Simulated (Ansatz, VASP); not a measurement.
**One calculation of InP, two programs**

Contents of INCAR:

```
PREC = Accurate ; ENCUT = 500
EDIFF = 1E-6 ; ISMEAR = 0
SIGMA = 0.05 ; LREAL = False
LASPH = True ; NELM = 120
ALGO = Normal ; ISIF = 2
LWAVE = False ; LCHARG = True
GGA = CA ; LELF = True
LVHAR = True ; NBANDS = 16
GGA_COMPAT = False
```

KPOINTS

```
regular mesh
0
Gamma
  4 4 4
```

File POSCAR:

```
InP
1.0
    0.0000000000      3.0130923994      2.7720450074
    3.0130923994      0.0000000000      2.7720450074
    3.0130923994      3.0130923994      0.0000000000
In P
1 1
Direct
    0.0000000000      0.0000000000      0.0000000000
    0.7500000000      0.7500000000      0.7500000000
```

Input for Ansatz:

```yaml
crystal:
  lattice:
    - [0.0, 3.0130923994, 2.7720450074]
    - [3.0130923994, 0.0, 2.7720450074]
    - [3.0130923994, 3.0130923994, 0.0]
  atoms:
    - { symbol: In, position: [0.0, 0.0, 0.0] }
    - { symbol: P, position: [0.75, 0.75, 0.75] }
basis:
  ecutwfc: 420
kpoints:
  mp_grid: { grid: [4, 4, 4] }
hamiltonian:
  xc: lda
scf:
  occupations: { method: gaussian, width: 0.05 }
output:
  forces: true
  stress: true
  eigenvalues: true
```

Alike in both runs: task single point; functional LDA; k mesh 4 × 4 × 4; occupations gaussian, width 0.05 eV; no spin polarisation.

|  | VASP | Ansatz |
| --- | --- | --- |
| version | VASP 6.6.1 | Ansatz 0.2.0 |
| potentials or method | VASP PAW LDA potentials, release 64 (In_d, P), cutoff 500 eV | scalar-relativistic, plane waves, PAW |
| valence electrons in the cell | 18 | 18 |

Ansatz gave:

```
gap on the k mesh at the Fermi level (eV)                     : 0.20
least direct gap on the mesh (eV)                             : 0.20
pressure (GPa)                                                : -1.2
traceless stress, the component that is largest in VASP (GPa) : 2.13
```

Question: What did VASP give for the same quantities?

Answer: gap on the k mesh at the Fermi level (eV): 0.23; least direct gap on the mesh (eV): 0.23; pressure (GPa): -1.2; traceless stress, the component that is largest in VASP (GPa): 2.12.

LDA's correlation is that of Perdew and Zunger in VASP and of Perdew and Wang (1992) in Ansatz.

The k mesh is coarse, so the values compare programs but aren't converged.
